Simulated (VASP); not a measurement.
# SrTiO3 (P4/mmm) in VASP: a series of runs

Runs on SrTiO3. Level: PBE+U. Tasks: single point.

All numbers are computed with VASP 6.6.1; they aren't measurements. Logs are shortened: lines on timing, memory, paths and dates and some standing lists are left out, and cuts for length are marked.

## 1. The cell of the first run

Symmetry: P4/mmm, No. 123, tetragonal system. Conventional cell: a = 3.770 Å, b = 3.770 Å, c = 4.054 Å, α = 90.00°, β = 90.00°, γ = 90.00°. Within 3.5 Å of Sr (site symmetry 4/mmm) lie 12 O at 2.67 to 2.77 Å and 8 Ti at 3.35 Å. Ti (site symmetry 4/mmm) has 6 O at 1.88 to 2.03 Å within 2.5 Å. O (site symmetry mmm) has 2 Ti at 1.88 Å within 2.5 Å. Within 2.8 Å of O (site symmetry 4/mmm) lie 2 Ti at 2.03 Å and 4 Sr at 2.67 Å and 8 O at 2.77 Å.

## 2. Single point, PBE+U (biaxial strain in the a-b plane: -4.5 %)

Contents of INCAR:

```
PREC = Accurate
ENCUT = 520
EDIFF = 1E-6
ISMEAR = 0
SIGMA = 0.02
LREAL = F
LASPH = T
NELM = 150
ALGO = Normal
ISIF = 2
LWAVE = F
LCHARG = F
LMAXMIX = 4
LDAU = T
LDAUTYPE = 2
LDAUL = -1 2 -1
LDAUU = 0 4 0
LDAUJ = 0 0 0
LDAUPRINT = 1
GGA = PE
NBANDS = 28
```

Contents of KPOINTS:

```
Automatic mesh
0
Gamma
  8 8 8
```

Contents of POSCAR:

```
SrTiO3
1.0
    3.7695089820      0.0000000000      0.0000000000
    0.0000000000      3.7695089820      0.0000000000
    0.0000000000      0.0000000000      4.0537023293
Sr Ti O
1 1 3
Direct
    0.0000000000      0.0000000000      0.0000000000
    0.5000000000      0.5000000000      0.5000000000
    0.5000000000      0.0000000000      0.5000000000
    0.5000000000      0.5000000000      0.0000000000
    0.0000000000      0.5000000000      0.5000000000
```

Potentials or basis: VASP PAW PBE potentials, release 64 (Sr_sv, Ti_sv, O).

On the command line:

```sh
$ cat potpaw_PBE.64/Sr_sv/POTCAR potpaw_PBE.64/Ti_sv/POTCAR potpaw_PBE.64/O/POTCAR > POTCAR
$ mpirun -np 1 vasp_std > vasp.out
```

OUTCAR:

```text
PREC = Accurate
   ENCUT = 520
   EDIFF = 1E-6
   ISMEAR = 0
   LREAL = F
   LASPH = T
   NELM = 150
   ISIF = 2
   GGA = PE

 ion  position               nearest neighbor table
   1  0.000  0.000  0.000-   4 2.67   4 2.67   4 2.67   4 2.67   5 2.77   3 2.77   5 2.77   5 2.77
                             3 2.77   5 2.77   3 2.77   3 2.77   2 3.35   2 3.35   2 3.35   2 3.35
   2  0.500  0.500  0.500-   3 1.88   5 1.88   3 1.88   5 1.88   4 2.03   4 2.03   1 3.35   1 3.35
                             1 3.35   1 3.35   1 3.35   1 3.35   1 3.35   1 3.35
   3  0.500  0.000  0.500-   2 1.88   2 1.88   1 2.77   1 2.77   1 2.77   1 2.77
   4  0.500  0.500  0.000-   2 2.03   2 2.03   1 2.67   1 2.67   1 2.67   1 2.67
   5  0.000  0.500  0.500-   2 1.88   2 1.88   1 2.77   1 2.77   1 2.77   1 2.77

  LATTYP: Found a simple tetragonal cell.
 ALAT       =     3.7695089820
 C/A-ratio  =     1.0753926701

  Lattice vectors:

 A1 = (   3.7695089820,   0.0000000000,   0.0000000000)
 A2 = (   0.0000000000,   3.7695089820,   0.0000000000)
 A3 = (   0.0000000000,   0.0000000000,   4.0537023293)

Analysis of symmetry for initial positions (statically):
=====================================================================
 Subroutine PRICEL returns:
 Original cell was already a primitive cell.

 Routine SETGRP: Setting up the symmetry group for a
 simple tetragonal supercell.

 Subroutine GETGRP returns: Found 16 space group operations
 (whereof 16 operations were pure point group operations)
 out of a pool of 16 trial point group operations.

The static configuration has the point symmetry D_4h.

Analysis of symmetry for dynamics (positions and initial velocities):
=====================================================================
 Subroutine PRICEL returns:
 Original cell was already a primitive cell.

 Routine SETGRP: Setting up the symmetry group for a
 simple tetragonal supercell.

 Subroutine GETGRP returns: Found 16 space group operations
 (whereof 16 operations were pure point group operations)
 out of a pool of 16 trial point group operations.

The dynamic configuration has the point symmetry D_4h.

 Subroutine INISYM returns: Found 16 space group operations
 (whereof 16 operations are pure point group operations),
 and found     1 'primitive' translations

----------------------------------------------------------------------------------------

                                     Primitive cell

  volume of cell :      57.5999

  direct lattice vectors                    reciprocal lattice vectors
     3.769508982  0.000000000  0.000000000     0.265286541  0.000000000  0.000000000
     0.000000000  3.769508982  0.000000000     0.000000000  0.265286541  0.000000000
     0.000000000  0.000000000  4.053702329     0.000000000  0.000000000  0.246688069

  length of vectors
     3.769508982  3.769508982  4.053702329     0.265286541  0.265286541  0.246688069

  position of ions in fractional coordinates (direct lattice)
     0.000000000  0.000000000  0.000000000
     0.500000000  0.500000000  0.500000000
     0.500000000  0.000000000  0.500000000
     0.500000000  0.500000000  0.000000000
     0.000000000  0.500000000  0.500000000

  ion indices of the primitive-cell ions
   primitive index   ion index
                 1           1
                 2           2
                 3           3
                 4           4
                 5           5

----------------------------------------------------------------------------------------

 KPOINTS: Automatic mesh

Automatic generation of k-mesh.
 Grid dimensions read from file:
 generate k-points for:    8    8    8

 Generating k-lattice:

  Cartesian coordinates                     Fractional coordinates (reciprocal lattice)
     0.033160818  0.000000000  0.000000000     0.125000000  0.000000000  0.000000000
     0.000000000  0.033160818  0.000000000     0.000000000  0.125000000  0.000000000
     0.000000000  0.000000000  0.030836009     0.000000000  0.000000000  0.125000000

  Length of vectors
     0.033160818  0.033160818  0.030836009

  Shift w.r.t. Gamma in fractional coordinates (k-lattice)
     0.000000000  0.000000000  0.000000000

 Subroutine IBZKPT returns following result:
 ===========================================

 Found     75 irreducible k-points:

 Following reciprocal coordinates:
            Coordinates               Weight
  0.000000  0.000000  0.000000      1.000000
  0.125000  0.000000  0.000000      4.000000
  0.250000  0.000000  0.000000      4.000000
  0.375000  0.000000  0.000000      4.000000
  0.500000  0.000000  0.000000      2.000000
  0.125000  0.125000  0.000000      4.000000
[... 16 lines left out ...]
  0.375000  0.125000  0.125000     16.000000
  0.500000  0.125000  0.125000      8.000000
 [... further k-points ...]
   k-points           NKPTS =     75   k-points in BZ     NKDIM =     75   number of bands    NBANDS=     28
   number of dos      NEDOS =    301   number of ions     NIONS =      5
   total plane-waves  NPLWV =  23520
   dimension x,y,z NGX =    28 NGY =   28 NGZ =   30
   dimension x,y,z NGXF=    56 NGYF=   56 NGZF=   60
   ions per type =               1   1   3
   NGX,Y,Z   is equivalent  to a cutoff of  12.35, 12.35, 12.30 a.u.
   NGXF,Y,Z  is equivalent  to a cutoff of  24.70, 24.70, 24.61 a.u.
 SYSTEM =  unknown system
   PREC   = accura    normal or accurate (medium, high low for compatibility)
   ISTART =      0    job   : 0-new  1-cont  2-samecut
   ICHARG =      2    charge: 1-file 2-atom 10-const
   ISPIN  =      1    spin polarized calculation?
   LNONCOLLINEAR =      F non collinear calculations
   LSORBIT =      F    spin-orbit coupling
   LASPH  =      T    aspherical Exc in radial PAW
   ENCUT  =  520.0 eV  38.22 Ry    6.18 a.u.   7.01  7.01  7.54*2*pi/ulx,y,z
   NELM   =    150;   NELMIN=  2; NELMDL= -5     # of ELM steps
   EDIFF  = 0.1E-05   stopping-criterion for ELM
   LREAL  =      F    real-space projection
   EDIFFG = 0.1E-04   stopping-criterion for IOM
   NSW    =      0    number of steps for IOM
   IBRION =     -1    ionic relax: 0-MD 1-quasi-New 2-CG
   NFREE  =      0    steps in history (QN), initial steepest desc. (CG)
   ISIF   =      2    stress and relaxation
   ISYM   =      2    0-nonsym 1-usesym 2-fastsym
   POTIM  = 0.5000    time-step for ionic-motion
   TEBEG  =    0.0;   TEEND  =   0.0 temperature during run
   PSTRESS=    0.0 pullay stress
   NELECT =      40.0000    total number of electrons
   NUPDOWN=      -1.0000    fix difference up-down
   EMIN   =  10.00;   EMAX   =-10.00  energy-range for DOS
   EFERMI =   0.00;   METHOD = LEGACY
   ISMEAR =     0;   SIGMA  =   0.02  broadening in eV -4-tet -1-fermi 0-gaus
   EFERMI_NEDOS =   21; number of points for ismear=-14 and -15
   IALGO  =     38    algorithm
   IMIX   =      4    mixing-type and parameters
     AMIX     =   0.40;   BMIX     =  1.00
     AMIX_MAG =   1.60;   BMIX_MAG =  1.00
  volume/ion in A,a.u.               =      11.52        77.74
  Fermi-wavevector in a.u.,A,eV,Ry     =   1.449732  2.739596 28.595671  2.101723
  Thomas-Fermi vector in A             =   2.567425
   LORBIT       =      0    0 simple, 1 ext, 2 COOP (PROOUT), +10 PAW based schemes
 LDA+U is selected, type is set to LDAUTYPE =  2
   angular momentum for each species LDAUL =    -1    2   -1
   U (eV)           for each species LDAUU =   0.0  4.0  0.0
   J (eV)           for each species LDAUJ =   0.0  0.0  0.0
   GGA     = PE    functional components
   LHFCALC =     F    Hartree Fock is set to
   AEXX    =    0.0000 exact exchange contribution
   IVDW    =     0    specifies the selected vdW correction
   LEPSILON=     F    determine dielectric tensor
   LRPA    =     F    only Hartree local field effects (RPA)
 non-spin polarized calculation
 Gauss-broadening in eV      SIGMA  =   0.02
  energy-cutoff  :      520.00
  volume of cell :       57.60
 maximum number of plane-waves:      1580
   NGX = 15   NGY = 15   NGZ = 15

atom =   2  type =  2  l = 2

 onsite density matrix

spin component  1

  0.1177 -0.0000  0.0000  0.0000 -0.0000
 -0.0000  0.1020 -0.0000  0.0000 -0.0000
  0.0000 -0.0000  0.2410  0.0000 -0.0000
  0.0000  0.0000  0.0000  0.1020 -0.0000
 -0.0000 -0.0000 -0.0000 -0.0000  0.2910

spin component  2

  0.1177 -0.0000  0.0000  0.0000 -0.0000
 -0.0000  0.1020 -0.0000  0.0000 -0.0000
  0.0000 -0.0000  0.2410  0.0000 -0.0000
  0.0000  0.0000  0.0000  0.1020 -0.0000
 -0.0000 -0.0000 -0.0000 -0.0000  0.2910

 occupancies and eigenvectors

  o =  0.1020  v =  0.0000  0.8105  0.0000  0.5858 -0.0000  0.0000  0.0000  0.0000  0.0000  0.0000      0.0000  0.0000  0.0000  0.0000  0.0000  0.0000  0.0000  0.0000  0.0000  0.0000
  o =  0.1020  v =  0.0000  0.0000  0.0000  0.0000  0.0000  0.0000  0.8105  0.0000  0.5858 -0.0000      0.0000  0.0000  0.0000  0.0000  0.0000  0.0000  0.0000  0.0000  0.0000  0.0000
  o =  0.1020  v =  0.0000  0.5858  0.0000 -0.8105 -0.0000  0.0000  0.0000  0.0000  0.0000  0.0000      0.0000  0.0000  0.0000  0.0000  0.0000  0.0000  0.0000  0.0000  0.0000  0.0000
  o =  0.1020  v =  0.0000  0.0000  0.0000  0.0000  0.0000  0.0000  0.5858  0.0000 -0.8105 -0.0000      0.0000  0.0000  0.0000  0.0000  0.0000  0.0000  0.0000  0.0000  0.0000  0.0000
  o =  0.1177  v =  1.0000  0.0000  0.0000  0.0000  0.0000  0.0000  0.0000  0.0000  0.0000  0.0000      0.0000  0.0000  0.0000  0.0000  0.0000  0.0000  0.0000  0.0000  0.0000  0.0000
  o =  0.1177  v =  0.0000  0.0000  0.0000  0.0000  0.0000  1.0000  0.0000  0.0000  0.0000  0.0000      0.0000  0.0000  0.0000  0.0000  0.0000  0.0000  0.0000  0.0000  0.0000  0.0000
  o =  0.2410  v =  0.0000  0.0000  1.0000  0.0000 -0.0000  0.0000  0.0000  0.0000  0.0000  0.0000      0.0000  0.0000  0.0000  0.0000  0.0000  0.0000  0.0000  0.0000  0.0000  0.0000
  o =  0.2410  v =  0.0000  0.0000  0.0000  0.0000  0.0000  0.0000  0.0000  1.0000  0.0000 -0.0000      0.0000  0.0000  0.0000  0.0000  0.0000  0.0000  0.0000  0.0000  0.0000  0.0000
  o =  0.2910  v =  0.0000  0.0000  0.0000  0.0000  0.0000  0.0000  0.0000  0.0000 -0.0000  1.0000      0.0000  0.0000  0.0000  0.0000  0.0000  0.0000  0.0000  0.0000  0.0000  0.0000
  o =  0.2910  v =  0.0000  0.0000  0.0000 -0.0000  1.0000  0.0000  0.0000  0.0000  0.0000  0.0000      0.0000  0.0000  0.0000  0.0000  0.0000  0.0000  0.0000  0.0000  0.0000  0.0000

 number of electron      39.9999978 magnetization

 Free energy of the ion-electron system (eV)
  ---------------------------------------------------
  ext. energy  EPLUGINS =         0.00000000
  ---------------------------------------------------
  free energy    TOTEN  =       -36.99393727 eV

  energy without entropy =      -36.99393727  energy(sigma->0) =      -36.99393727

 E-fermi :   4.8427     XC(G=0): -11.4508

 val. band max:        4.7026495675   @ k =   0.5000   0.5000   0.5000
 cond. band min:       7.0082006538   @ k =   0.0000   0.0000   0.0000
 fundamental gap:      2.3055510863
 Fermi energy:         4.8427198302

 k-point     1 :       0.0000    0.0000    0.0000
  band No.  band energies     occupation
      1     -52.7220      2.00000
      2     -28.9647      2.00000
      3     -28.9647      2.00000
      4     -28.9251      2.00000
      5     -28.1072      2.00000
      6     -13.1122      2.00000
[... 20 lines left out ...]
     27      10.3358      0.00000
     28      11.1272      0.00000

 k-point     2 :       0.1250    0.0000    0.0000
  band No.  band energies     occupation
      1     -52.7217      2.00000
      2     -28.9817      2.00000
      3     -28.9640      2.00000
      4     -28.9245      2.00000
      5     -28.0994      2.00000
      6     -13.0863      2.00000
[... 20 lines left out ...]
     27      10.6506      0.00000
     28      11.5253      0.00000

 k-point     3 :       0.2500    0.0000    0.0000
  band No.  band energies     occupation
      1     -52.7208      2.00000
      2     -29.0221      2.00000
      3     -28.9625      2.00000
      4     -28.9229      2.00000
      5     -28.0811      2.00000
      6     -13.0980      2.00000
[... 616 lines left out ...]
      3     -28.9757      2.00000
      4     -28.9270      2.00000
      5     -28.0601      2.00000
      6     -13.0229      2.00000
[... 20 lines left out ...]
     27      12.4053      0.00000
     28      13.0407      0.00000

 k-point    24 :       0.5000    0.1250    0.1250
  band No.  band energies     occupation
      1     -52.7191      2.00000
      2     -29.0730      2.00000
      3     -28.9748      2.00000
      4     -28.9260      2.00000
      5     -28.0543      2.00000
      6     -13.0541      2.00000
[... 20 lines left out ...]
     27      12.6395      0.00000
     28      13.1876      0.00000

 [... further k-points ...]

------------------------ aborting loop because EDIFF is reached ----------------------------------------

  FORCE on cell =-STRESS in cart. coord.  units (eV):
  Direction    XX          YY          ZZ          XY          YZ          ZX
  --------------------------------------------------------------------------------------
  -------------------------------------------------------------------------------------
  Total        8.8795211      8.8795211      1.3395207      0.0000000      0.0000000      0.0000000
  in kB      246.9896224    246.9896224     37.2596337      0.0000000      0.0000000      0.0000000
  external PRESSURE =     177.0796262 kB  Pullay stress =       0.0000000 kB

 VOLUME and BASIS-vectors are now :
 -----------------------------------------------------------------------------
  energy-cutoff  :      520.00
  volume of cell :       57.60
      direct lattice vectors                 reciprocal lattice vectors
     3.769508982  0.000000000  0.000000000     0.265286541  0.000000000  0.000000000
     0.000000000  3.769508982  0.000000000     0.000000000  0.265286541  0.000000000
     0.000000000  0.000000000  4.053702329     0.000000000  0.000000000  0.246688069

 POSITION                                       TOTAL-FORCE (eV/Angst)
 -----------------------------------------------------------------------------------
      0.00000      0.00000      0.00000         0.000000      0.000000      0.000000
      1.88475      1.88475      2.02685         0.000000      0.000000      0.000000
      1.88475      0.00000      2.02685         0.000000      0.000000      0.000000
      1.88475      1.88475      0.00000         0.000000      0.000000      0.000000
      0.00000      1.88475      2.02685         0.000000      0.000000      0.000000
 -----------------------------------------------------------------------------------
    total drift:                                0.000000      0.000000      0.000000

  FREE ENERGIE OF THE ION-ELECTRON SYSTEM (eV)
  ---------------------------------------------------
  free  energy   TOTEN  =       -36.9939372734 eV

  energy  without entropy=      -36.9939372734  energy(sigma->0) =      -36.99393727
```

It took 2.1 min on 1 thread of Intel Xeon 8259CL, shared host; peak memory 0.25 GiB.

What came out:

```yaml
Free_energy: -36.9939 eV
Pressure: 17.7 GPa
Band_gap_on_the_k_mesh: 2.31 eV (least direct gap 2.80 eV)
```

Eigenvalues of the final occupation matrices:
| site | spin | trace | eigenvalues |
| --- | --- | --- | --- |
| site 2 d | 1 | 0.85 | 0.10 0.10 0.12 0.24 0.29 |
| site 2 d | 2 | 0.85 | 0.10 0.10 0.12 0.24 0.29 |

Caveat: the cell differs from its parent crystal (biaxial strain in the a-b plane: -4.5 %); the cell stands under pressure. A k mesh can miss the band edges.

## 3. Single point, PBE+U (biaxial strain in the a-b plane: -4.5 %, then relaxed in part)

INCAR is that of step 2.

Contents of KPOINTS:

```
regular mesh
0
Gamma
  8 8 8
```

Edit POSCAR of step 2 so:

```diff
@@ -4,3 +4,3 @@
     0.0000000000      3.7695089820      0.0000000000
-    0.0000000000      0.0000000000      4.0537023293
+    0.0000000000      0.0000000000      4.0775692283
 Sr Ti O
```

Potentials or basis: VASP PAW PBE potentials, release 64 (Sr_sv, Ti_sv, O).

On the command line:

```sh
$ cat potpaw_PBE.64/Sr_sv/POTCAR potpaw_PBE.64/Ti_sv/POTCAR potpaw_PBE.64/O/POTCAR > POTCAR
$ mpirun -np 1 vasp_std > vasp.out
```

It took 2.5 min on 1 thread of Intel Xeon 8259CL, shared host; peak memory 0.25 GiB.

It converged, with:

* Free energy: -37.0003 eV
* Pressure: 16.6 GPa
* Band gap on the k mesh: 2.28 eV (least direct gap 2.79 eV)

Stress tensor (GPa, compression positive):
```
23.94  0.00  0.00
 0.00 23.94  0.00
 0.00  0.00  1.93
```

Levels at points of the mesh, in eV from the valence-band top:
```csv
k point,band 18,band 19,band 20,band 21,band 22,band 23
"(0.00, 0.00, 0.00)",-0.59,-0.50,-0.50,2.28,2.28,2.40
"(0.50, 0.00, 0.00)",-2.25,-1.01,-0.94,2.54,4.23,4.54
"(0.50, 0.50, 0.00)",-1.47,-1.47,-0.06,4.58,4.58,4.90
"(0.00, 0.00, 0.50)",-1.95,-0.85,-0.85,2.55,3.85,3.85
"(0.50, 0.00, 0.50)",-1.93,-1.91,-0.42,3.88,4.55,4.76
"(0.50, 0.50, 0.50)",-0.23,-0.23,0.00,4.99,4.99,5.32
```

Eigenvalues of the final occupation matrices:
```
    site  spin  trace               eigenvalues
site 2 d     1   0.85  0.10 0.10 0.12 0.24 0.29
site 2 d     2   0.85  0.10 0.10 0.12 0.24 0.29
```

Caveat: the cell differs from its parent crystal (biaxial strain in the a-b plane: -4.5 %, then relaxed in part); the cell stands under pressure. A k mesh can miss the band edges.

## 4. Single point, PBE+U

This run uses another cell than the first one, of 11.59 Å³/atom.

Contents of INCAR:

```
SYSTEM = SrTiO3
PREC = Accurate
ENCUT = 520
EDIFF = 1E-6
ISMEAR = 0
SIGMA = 0.02
LREAL = .False.
LASPH = .True.
NELM = 150
ALGO = Normal
ISIF = 2
LWAVE = .False.
LCHARG = .False.
LMAXMIX = 4
LDAU = .True.
LDAUTYPE = 2
LDAUL = -1 2 -1
LDAUU = 0 4 0
LDAUJ = 0 0 0
LDAUPRINT = 1
GGA = PE
NBANDS = 28
```

Contents of KPOINTS:

```
Automatic mesh
0
Gamma
  8 8 8
  0 0 0
```

POSCAR is that of step 3.

On the command line:

```sh
$ cat potpaw_PBE.64/Sr_sv/POTCAR potpaw_PBE.64/Ti_sv/POTCAR potpaw_PBE.64/O/POTCAR > POTCAR
$ mpirun -np 1 vasp_std > vasp.out
```

It took 2.3 min on 1 thread of Intel Xeon 8259CL, shared host; peak memory 0.25 GiB.

Results (log left out):

* Free energy: -37.0003 eV
* Pressure: 16.6 GPa
* Band gap on the k mesh: 2.28 eV (least direct gap 2.79 eV)

Stress tensor (GPa, compression positive):
```
23.94  0.00  0.00
 0.00 23.94  0.00
 0.00  0.00  1.93
```

Levels at points of the mesh, in eV from the valence-band top:
```tsv
k point	band 18	band 19	band 20	band 21	band 22	band 23
(0.00, 0.00, 0.00)	-0.59	-0.50	-0.50	2.28	2.28	2.40
(0.50, 0.00, 0.00)	-2.25	-1.01	-0.94	2.54	4.23	4.54
(0.50, 0.50, 0.00)	-1.47	-1.47	-0.06	4.58	4.58	4.90
(0.00, 0.00, 0.50)	-1.95	-0.85	-0.85	2.55	3.85	3.85
(0.50, 0.00, 0.50)	-1.93	-1.91	-0.42	3.88	4.55	4.76
(0.50, 0.50, 0.50)	-0.23	-0.23	0.00	4.99	4.99	5.32
```

Eigenvalues of the final occupation matrices:
```csv
site,spin,trace,eigenvalues
site 2 d,1,0.85,0.10 0.10 0.12 0.24 0.29
site 2 d,2,0.85,0.10 0.10 0.12 0.24 0.29
```

Caveat: the cell stands under pressure.
